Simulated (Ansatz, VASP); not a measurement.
## One calculation of Pd, two programs

INCAR

```
SYSTEM = Pd
  PREC = Accurate
  ENCUT = 520
  EDIFF = 1E-6
  ISMEAR = 1
  SIGMA = 0.3
  LREAL = .FALSE.
  LASPH = .TRUE.
  NELM = 60
  ALGO = Normal
  ISIF = 2
  LWAVE = .FALSE.
  LCHARG = .FALSE.
  GGA = PE
  NBANDS = 11
```

Contents of KPOINTS:

```
Automatic mesh
0
G
  10 10 10
  0 0 0
```

The input POSCAR:

```
Pd
1.0
    0.0000000000      1.9500000000      1.9500000000
    1.9500000000      0.0000000000      1.9500000000
    1.9500000000      1.9500000000      0.0000000000
Pd
1
Direct
    0.0000000000      0.0000000000      0.0000000000
```

Input for Ansatz:

```yaml
crystal:
  lattice:
    - [0.0, 1.95, 1.95]
    - [1.95, 0.0, 1.95]
    - [1.95, 1.95, 0.0]
  atoms:
    - { symbol: Pd, position: [0.0, 0.0, 0.0] }
hamiltonian:
  xc: pbe
  pseudopotentials: { kind: paw }
basis:
  ecutwfc: 420
kpoints:
  mp_grid: { grid: [10, 10, 10] }
scf:
  occupations: { method: cold, width: 0.3 }
  lower_state_search: "off"
  max_iter: 70
output:
  forces: true
  stress: true
```

Alike in both runs: task single point; functional PBE; k mesh 10 × 10 × 10; no spin polarisation.

```csv
,VASP,Ansatz
version,VASP 6.6.1,Ansatz 0.2.0
potentials or method,"VASP PAW PBE potentials, release 64 (Pd), cutoff 520 eV","PAW, plane waves, scalar-relativistic"
occupations,"methfessel-paxton of order 1, width 0.3 eV","cold, width 0.3 eV"
valence electrons in the cell,10,18
```

|  | VASP | Ansatz | Ansatz less VASP |
| --- | --- | --- | --- |
| pressure (GPa) | 5.5 | 5.7 | +0.17 |

VASP's potentials hold 10 valence electrons a cell and Ansatz's 18, so a difference there can come from the potentials and not from the codes.
